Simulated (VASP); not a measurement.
# CsCdCl3 (Pm-3m) in VASP: a series of runs

CsCdCl3 is run at these levels: LDA; tasks: relaxation of cell and atoms.

Program: VASP 6.6.1. These are calculated values, not measurements. Logs are shortened: lines on timing, memory, paths and dates and some standing lists are left out, and cuts for length are marked.

### 1 The cell of the first run

Symmetry: Pm-3m, No. 221, cubic system. The conventional cell has a = 5.200 Å, b = 5.200 Å, c = 5.200 Å, α = 90.00°, β = 90.00°, γ = 90.00°. Within 4.8 Å of Cs (site symmetry m-3m) lie 12 Cl at 3.68 Å and 8 Cd at 4.50 Å. Cd (site symmetry m-3m) has 6 Cl at 2.60 Å within 3.4 Å. Within 3.4 Å of Cl (site symmetry 4/mmm) lie 2 Cd at 2.60 Å.

### 2 Relaxation of cell and atoms, LDA

INCAR reads:

```
SYSTEM = CsCdCl3
ALGO     = Normal         ! electronic algorithm
EDIFF    = 1E-7           ! SCF threshold, eV
EDIFFG   = -0.005         ! ionic threshold
ENCUT    = 600            ! plane-wave cutoff, eV
IBRION   = 2              ! ionic algorithm
ISIF     = 3              ! what is computed and relaxed
ISMEAR   = 0              ! smearing method
LASPH    = .True.         ! aspherical terms in the spheres
LCHARG   = .False.        ! write CHGCAR
LREAL    = .False.        ! projectors in reciprocal space
LWAVE    = .False.        ! write WAVECAR
NELM     = 100            ! most SCF steps
NSW      = 100            ! ionic steps
PREC     = Accurate       ! precision mode
SIGMA    = 0.02           ! smearing width, eV
```

KPOINTS reads:

```
k-points
0
Gamma
  6 6 6
  0 0 0
```

POSCAR reads:

```
CsCdCl3
1.0
    5.2000000000      0.0000000000      0.0000000000
    0.0000000000      5.2000000000      0.0000000000
    0.0000000000      0.0000000000      5.2000000000
Cs Cd Cl
1 1 3
Direct
    0.0000000000      0.0000000000      0.0000000000
    0.5000000000      0.5000000000      0.5000000000
    0.0000000000      0.5000000000      0.5000000000
    0.5000000000      0.0000000000      0.5000000000
    0.5000000000      0.5000000000      0.0000000000
```

Potentials or basis: VASP PAW LDA potentials, release 64 (Cs_sv, Cd, Cl).

On the command line:

```
$ cat potpaw_LDA.64/Cs_sv/POTCAR potpaw_LDA.64/Cd/POTCAR potpaw_LDA.64/Cl/POTCAR > POTCAR
$ mpirun -np 1 vasp_std > vasp.out
```

OUTCAR:

```text
SYSTEM = CsCdCl3
   EDIFF = 1E-7
   EDIFFG = -0.005
   ENCUT = 600
   IBRION = 2
   ISIF = 3
   ISMEAR = 0
   LASPH = .True.
   LREAL = .False.
   NELM = 100
   NSW = 100
   PREC = Accurate

 ion  position               nearest neighbor table
   1  0.000  0.000  0.000-
   2  0.500  0.500  0.500-   3 2.60   4 2.60   5 2.60   5 2.60   4 2.60   3 2.60
   3  0.000  0.500  0.500-   2 2.60   2 2.60
   4  0.500  0.000  0.500-   2 2.60   2 2.60
   5  0.500  0.500  0.000-   2 2.60   2 2.60

  LATTYP: Found a simple cubic cell.
 ALAT       =     5.2000000000

  Lattice vectors:

 A1 = (   5.2000000000,   0.0000000000,   0.0000000000)
 A2 = (   0.0000000000,   5.2000000000,   0.0000000000)
 A3 = (   0.0000000000,   0.0000000000,   5.2000000000)

Analysis of symmetry for initial positions (statically):
=====================================================================
 Subroutine PRICEL returns:
 Original cell was already a primitive cell.

 Routine SETGRP: Setting up the symmetry group for a
 simple cubic supercell.

 Subroutine GETGRP returns: Found 48 space group operations
 (whereof 48 operations were pure point group operations)
 out of a pool of 48 trial point group operations.

The static configuration has the point symmetry O_h .

Analysis of symmetry for dynamics (positions and initial velocities):
=====================================================================
 Subroutine PRICEL returns:
 Original cell was already a primitive cell.

 Routine SETGRP: Setting up the symmetry group for a
 simple cubic supercell.

 Subroutine GETGRP returns: Found 48 space group operations
 (whereof 48 operations were pure point group operations)
 out of a pool of 48 trial point group operations.

The dynamic configuration has the point symmetry O_h .

 Subroutine INISYM returns: Found 48 space group operations
 (whereof 48 operations are pure point group operations),
 and found     1 'primitive' translations

----------------------------------------------------------------------------------------

                                     Primitive cell

  volume of cell :     140.6080

  direct lattice vectors                    reciprocal lattice vectors
     5.200000000  0.000000000  0.000000000     0.192307692  0.000000000  0.000000000
     0.000000000  5.200000000  0.000000000     0.000000000  0.192307692  0.000000000
     0.000000000  0.000000000  5.200000000     0.000000000  0.000000000  0.192307692

  length of vectors
     5.200000000  5.200000000  5.200000000     0.192307692  0.192307692  0.192307692

  position of ions in fractional coordinates (direct lattice)
     0.000000000  0.000000000  0.000000000
     0.500000000  0.500000000  0.500000000
     0.000000000  0.500000000  0.500000000
     0.500000000  0.000000000  0.500000000
     0.500000000  0.500000000  0.000000000

  ion indices of the primitive-cell ions
   primitive index   ion index
                 1           1
                 2           2
                 3           3
                 4           4
                 5           5

----------------------------------------------------------------------------------------

 KPOINTS: k-points

Automatic generation of k-mesh.
 Grid dimensions read from file:
 generate k-points for:    6    6    6

 Generating k-lattice:

  Cartesian coordinates                     Fractional coordinates (reciprocal lattice)
     0.032051282  0.000000000  0.000000000     0.166666667  0.000000000  0.000000000
     0.000000000  0.032051282  0.000000000     0.000000000  0.166666667  0.000000000
     0.000000000  0.000000000  0.032051282     0.000000000  0.000000000  0.166666667

  Length of vectors
     0.032051282  0.032051282  0.032051282

  Shift w.r.t. Gamma in fractional coordinates (k-lattice)
     0.000000000  0.000000000  0.000000000

 Subroutine IBZKPT returns following result:
 ===========================================

 Found     20 irreducible k-points:

 Following reciprocal coordinates:
            Coordinates               Weight
  0.000000  0.000000  0.000000      1.000000
  0.166667  0.000000  0.000000      6.000000
  0.333333  0.000000  0.000000      6.000000
  0.500000  0.000000  0.000000      3.000000
  0.166667  0.166667  0.000000     12.000000
  0.333333  0.166667  0.000000     24.000000
[... 12 lines left out ...]
  0.500000  0.500000  0.333333      6.000000
  0.500000  0.500000  0.500000      1.000000
   k-points           NKPTS =     20   k-points in BZ     NKDIM =     20   number of bands    NBANDS=     25
   number of dos      NEDOS =    301   number of ions     NIONS =      5
   total plane-waves  NPLWV =  74088
   dimension x,y,z NGX =    42 NGY =   42 NGZ =   42
   dimension x,y,z NGXF=    84 NGYF=   84 NGZF=   84
   ions per type =               1   1   3
   NGX,Y,Z   is equivalent  to a cutoff of  13.43, 13.43, 13.43 a.u.
   NGXF,Y,Z  is equivalent  to a cutoff of  26.86, 26.86, 26.86 a.u.
 SYSTEM =  CsCdCl3
   PREC   = accura    normal or accurate (medium, high low for compatibility)
   ISTART =      0    job   : 0-new  1-cont  2-samecut
   ICHARG =      2    charge: 1-file 2-atom 10-const
   ISPIN  =      1    spin polarized calculation?
   LNONCOLLINEAR =      F non collinear calculations
   LSORBIT =      F    spin-orbit coupling
   LASPH  =      T    aspherical Exc in radial PAW
   ENCUT  =  600.0 eV  44.10 Ry    6.64 a.u.  10.39 10.39 10.39*2*pi/ulx,y,z
   NELM   =    100;   NELMIN=  2; NELMDL= -5     # of ELM steps
   EDIFF  = 0.1E-06   stopping-criterion for ELM
   LREAL  =      F    real-space projection
   EDIFFG = -.5E-02   stopping-criterion for IOM
   NSW    =    100    number of steps for IOM
   IBRION =      2    ionic relax: 0-MD 1-quasi-New 2-CG
   NFREE  =      1    steps in history (QN), initial steepest desc. (CG)
   ISIF   =      3    stress and relaxation
   ISYM   =      2    0-nonsym 1-usesym 2-fastsym
   POTIM  = 0.5000    time-step for ionic-motion
   TEBEG  =    0.0;   TEEND  =   0.0 temperature during run
   PSTRESS=    0.0 pullay stress
   NELECT =      42.0000    total number of electrons
   NUPDOWN=      -1.0000    fix difference up-down
   EMIN   =  10.00;   EMAX   =-10.00  energy-range for DOS
   EFERMI =   0.00;   METHOD = LEGACY
   ISMEAR =     0;   SIGMA  =   0.02  broadening in eV -4-tet -1-fermi 0-gaus
   EFERMI_NEDOS =   21; number of points for ismear=-14 and -15
   IALGO  =     38    algorithm
   IMIX   =      4    mixing-type and parameters
     AMIX     =   0.40;   BMIX     =  1.00
     AMIX_MAG =   1.60;   BMIX_MAG =  1.00
  volume/ion in A,a.u.               =      28.12       189.77
  Fermi-wavevector in a.u.,A,eV,Ry     =   1.094346  2.068014 16.294239  1.197593
  Thomas-Fermi vector in A             =   2.230649
   LORBIT       =      0    0 simple, 1 ext, 2 COOP (PROOUT), +10 PAW based schemes
   GGA     = CA    functional components
   LHFCALC =     F    Hartree Fock is set to
   AEXX    =    0.0000 exact exchange contribution
   IVDW    =     0    specifies the selected vdW correction
   LEPSILON=     F    determine dielectric tensor
   LRPA    =     F    only Hartree local field effects (RPA)
 conjugate gradient relaxation of ions
 non-spin polarized calculation
 Gauss-broadening in eV      SIGMA  =   0.02
  energy-cutoff  :      600.00
  volume of cell :      140.61
 maximum number of plane-waves:      4710
 NGX is ok and might be reduce to    42
   NGX = 21   NGY = 21   NGZ = 21

--------------------------------------- Ionic step        1  -------------------------------------------

 number of electron      41.9999996 magnetization

 Free energy of the ion-electron system (eV)
  ---------------------------------------------------
  ext. energy  EPLUGINS =         0.00000000
  ---------------------------------------------------
  free energy    TOTEN  =       -16.80785108 eV

  energy without entropy =      -16.80785108  energy(sigma->0) =      -16.80785108

------------------------ aborting loop because EDIFF is reached ----------------------------------------

  FORCE on cell =-STRESS in cart. coord.  units (eV):
  Direction    XX          YY          ZZ          XY          YZ          ZX
  --------------------------------------------------------------------------------------
  -------------------------------------------------------------------------------------
  Total       -1.4665022     -1.4665022     -1.4665022      0.0000000      0.0000000      0.0000000
  in kB      -16.7102620    -16.7102620    -16.7102620      0.0000000      0.0000000      0.0000000
  external PRESSURE =     -16.7102620 kB  Pullay stress =       0.0000000 kB

 VOLUME and BASIS-vectors are now :
 -----------------------------------------------------------------------------
  energy-cutoff  :      600.00
  volume of cell :      140.61
      direct lattice vectors                 reciprocal lattice vectors
     5.200000000  0.000000000  0.000000000     0.192307692  0.000000000  0.000000000
     0.000000000  5.200000000  0.000000000     0.000000000  0.192307692  0.000000000
     0.000000000  0.000000000  5.200000000     0.000000000  0.000000000  0.192307692
[... 40 lines left out ...]
 POSITION                                       TOTAL-FORCE (eV/Angst)
 -----------------------------------------------------------------------------------
      0.00000      0.00000      0.00000         0.000000     -0.000000      0.000000
      2.56321      2.56321      2.56321        -0.000000      0.000000      0.000000
     -0.00000      2.56321      2.56321        -0.000000     -0.000000      0.000000
      2.56321      0.00000      2.56321         0.000000     -0.000000      0.000000
      2.56321      2.56321      0.00000         0.000000     -0.000000      0.000000
 -----------------------------------------------------------------------------------
    total drift:                                0.000000     -0.000000     -0.000000

  FREE ENERGIE OF THE ION-ELECTRON SYSTEM (eV)
  ---------------------------------------------------
  free  energy   TOTEN  =       -16.8404366735 eV

  energy  without entropy=      -16.8404366735  energy(sigma->0) =      -16.84043667

--------------------------------------- Ionic step        3  -------------------------------------------

 number of electron      41.9999992 magnetization

 Free energy of the ion-electron system (eV)
  ---------------------------------------------------
  ext. energy  EPLUGINS =         0.00000000
  ---------------------------------------------------
  free energy    TOTEN  =       -16.84044879 eV

  energy without entropy =      -16.84044879  energy(sigma->0) =      -16.84044879

 E-fermi :   0.4874     XC(G=0):  -9.3363

 val. band max:        0.3195079015   @ k =   0.5000   0.5000   0.5000
 cond. band min:       1.9275839692   @ k =   0.0000   0.0000   0.0000
 fundamental gap:      1.6080760677
 Fermi energy:         0.4873706631

 k-point     1 :       0.0000    0.0000    0.0000
  band No.  band energies     occupation
      1     -18.6859      2.00000
      2     -13.4921      2.00000
      3     -12.8808      2.00000
      4     -12.8808      2.00000
      5      -6.3493      2.00000
      6      -6.3493      2.00000
[... 17 lines left out ...]
     24       6.0439      0.00000
     25       6.0439      0.00000
[... 552 lines left out ...]
 POSITION                                       TOTAL-FORCE (eV/Angst)
 -----------------------------------------------------------------------------------
      0.00000      0.00000      0.00000         0.000000     -0.000000      0.000000
      2.56249      2.56249      2.56249        -0.000000      0.000000      0.000000
     -0.00000      2.56249      2.56249        -0.000000     -0.000000      0.000000
      2.56249      0.00000      2.56249         0.000000     -0.000000      0.000000
      2.56249      2.56249      0.00000         0.000000     -0.000000      0.000000
 -----------------------------------------------------------------------------------
    total drift:                                0.000000     -0.000000     -0.000000

  FREE ENERGIE OF THE ION-ELECTRON SYSTEM (eV)
  ---------------------------------------------------
  free  energy   TOTEN  =       -16.8404487916 eV

  energy  without entropy=      -16.8404487916  energy(sigma->0) =      -16.84044879

 reached required accuracy - stopping structural energy minimisation
```

Run time: 3 min. Hardware: 1 thread of Intel Xeon 8259CL, shared host; peak memory 0.27 GiB.

Results:

```
Free energy                           : -16.8404 eV
Relaxed volume                        : 26.92 Å³/atom
Relaxed cell                          : a = 5.125 Å, b = 5.125 Å, c = 5.125 Å, α = 90.00°, β = 90.00°, γ = 90.00°
Space group after relaxing (to 0.1 Å) : Pm-3m (No. 221)
Energy gained by relaxing             : 6.5 meV/atom
Ionic steps                           : 3
Pressure after relaxing               : 0.0 GPa
Band gap on the k mesh                : 1.61 eV (least direct gap 2.31 eV)
```

The path:
```csv
step,energy change (eV),largest force (eV/Å),pressure (GPa),volume (Å³)
1,0.0000,0.0000,-1.67,140.61
2,-0.0326,0.0000,-0.04,134.72
3,-0.0326,0.0000,0.00,134.61
```

Final structure:
```
Cs Cd Cl
1.0
     5.12499    0.00000    0.00000
     0.00000    5.12499    0.00000
     0.00000    0.00000    5.12499
Cs Cd Cl
1 1 3
Cartesian
  0.0000 0.0000 0.0000
  2.5625 2.5625 2.5625
  0.0000 2.5625 2.5625
  2.5625 0.0000 2.5625
  2.5625 2.5625 0.0000
```

Caveat: spin-orbit coupling is left out, which moves the levels of the heavy elements.

(Part 1 of 2 ends here.)
